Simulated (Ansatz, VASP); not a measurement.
CaO in VASP and in Ansatz

The input INCAR:

```
SYSTEM = CaO
ALGO = Normal ; EDIFF = 1E-6
ENCUT = 520 ; GGA = PE
ISIF = 2 ; ISMEAR = -1
LASPH = .True. ; LCHARG = .True.
LELF = .True. ; LREAL = .False.
LVHAR = .True. ; LWAVE = .False.
NBANDS = 15 ; NELM = 100
PREC = Accurate ; SIGMA = 0.05
```

The input KPOINTS:

```
k-points
0
Gamma
  12 12 12
  0 0 0
```

File POSCAR:

```
CaO
1.0
    0.0000000000      2.4626357528      2.4626357528
    2.4626357528      0.0000000000      2.4626357528
    2.4626357528      2.4626357528      0.0000000000
Ca O
1 1
Direct
    0.0000000000      0.0000000000      0.0000000000
    0.5000000000      0.5000000000      0.5000000000
```

Input for Ansatz:

```yaml
crystal:
  lattice:
    - [0.0, 2.4626357528, 2.4626357528]
    - [2.4626357528, 0.0, 2.4626357528]
    - [2.4626357528, 2.4626357528, 0.0]
  atoms:
    - { symbol: Ca, position: [0.0, 0.0, 0.0] }
    - { symbol: O, position: [0.5, 0.5, 0.5] }
kpoints:
  mp_grid: { grid: [12, 12, 12] }
scf:
  occupations: { method: fermi_dirac, width: 0.05 }
hamiltonian:
  xc: pbe
  pseudopotentials: { kind: all_electron, lapw: { basis_error: 0.0005 } }
output:
  forces: true
  stress: true
  eigenvalues: true
```

Change from the starting cell: volume scaled by 1.06.

Alike in both runs: task single point; functional PBE; k mesh 12 × 12 × 12; occupations fermi-dirac, width 0.05 eV; no spin polarisation.

|  | VASP | Ansatz |
| --- | --- | --- |
| version | VASP 6.6.1 | Ansatz 0.2.0 |
| potentials or method | VASP PAW PBE potentials, release 64 (Ca_sv, O), cutoff 520 eV | all-electron LAPW, scalar-relativistic |

|  | VASP | Ansatz | Ansatz less VASP |
| --- | --- | --- | --- |
| gap on the k mesh at the Fermi level (eV) | 3.64 | 3.66 | +0.014 |
| pressure (GPa) | -5.0 | -5.4 | -0.39 |

Ansatz ran all-electron here, and VASP with PAW potentials.
